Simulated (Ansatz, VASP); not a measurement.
Two plane-wave programs on BN

POSCAR

```
BN
1.0
    2.5039917043      0.0000000000      0.0000000000
   -1.2519958522      2.1685204268      0.0000000000
    0.0000000000      0.0000000000      6.6612000000
B N
2 2
Direct
    0.3333333333      0.6666666667      0.2500000000
    0.6666666667      0.3333333333      0.7500000000
    0.3102761376      0.6551380688      0.7500000000
    0.6666666667      0.3333333333      0.2500000000
```

File INCAR.step1:

```
SYSTEM = BN
ALGO = Normal
EDIFF = 1E-4
ENCUT = 520
GGA = PE
ISMEAR = 0
LASPH = .True.
LCHARG = .False.
LREAL = .False.
LWAVE = .True.
NBANDS = 16
NELM = 100
PREC = Accurate
SIGMA = 0.05
```

Contents of INCAR.step2:

```
SYSTEM = BN
ALGO = Normal
EDIFF = 1E-6
ENCUT = 520
ISIF = 2
ISMEAR = 0
ISTART = 1
LASPH = .True.
LCHARG = .False.
LMIXTAU = .True.
LREAL = .False.
LWAVE = .False.
METAGGA = R2SCAN
NBANDS = 16
NELM = 100
PREC = Accurate
SIGMA = 0.05
```

KPOINTS

```
k-points
0
Gamma
  12 12 4
  0 0 0
```

Input for Ansatz:

```yaml
crystal:
  lattice:
    - [2.5039917043, 0.0, 0.0]
    - [-1.2519958522, 2.1685204268, 0.0]
    - [0.0, 0.0, 6.6612]
  atoms:
    - { symbol: B, position: [0.3333333333, 0.6666666667, 0.25] }
    - { symbol: B, position: [0.6666666667, 0.3333333333, 0.75] }
    - { symbol: "N", position: [0.3102761376, 0.6551380688, 0.75] }
    - { symbol: "N", position: [0.6666666667, 0.3333333333, 0.25] }
basis:
  ecutwfc: 500
kpoints:
  mp_grid: { grid: [12, 12, 4] }
hamiltonian:
  xc: r2scan
scf:
  occupations: { method: gaussian, width: 0.05 }
output:
  forces: true
  stress: true
  eigenvalues: true
```

Alike in both runs: task single point; functional r2SCAN; k mesh 12 × 12 × 4; occupations gaussian, width 0.05 eV; no spin polarisation.

|  | VASP | Ansatz |
| --- | --- | --- |
| version | VASP 6.6.1 | Ansatz 0.2.0 |
| potentials or method | VASP PAW PBE potentials, release 64 (B, N), cutoff 520 eV | scalar-relativistic, plane waves, PAW |
| valence electrons in the cell | 16 | 16 |

VASP gave:

| Property | Result |
| --- | --- |
| gap on the k mesh at the Fermi level (eV) | 4.80 |
| least direct gap on the mesh (eV) | 5.21 |
| pressure (GPa) | 0.3 |
| traceless stress, the component that is largest in VASP (GPa) | 2.49 |
| rms of the force components (eV/Å) | 0.913 |

Question: Which values does Ansatz return?

Answer: gap on the k mesh at the Fermi level (eV): 4.76; least direct gap on the mesh (eV): 5.17; pressure (GPa): -0.1; traceless stress, the component that is largest in VASP (GPa): 2.50; rms of the force components (eV/Å): 0.919.

VASP's potentials were made for PBE, not for r2SCAN. Atom by atom the forces differ by 0.005 eV/Å (rms over components).
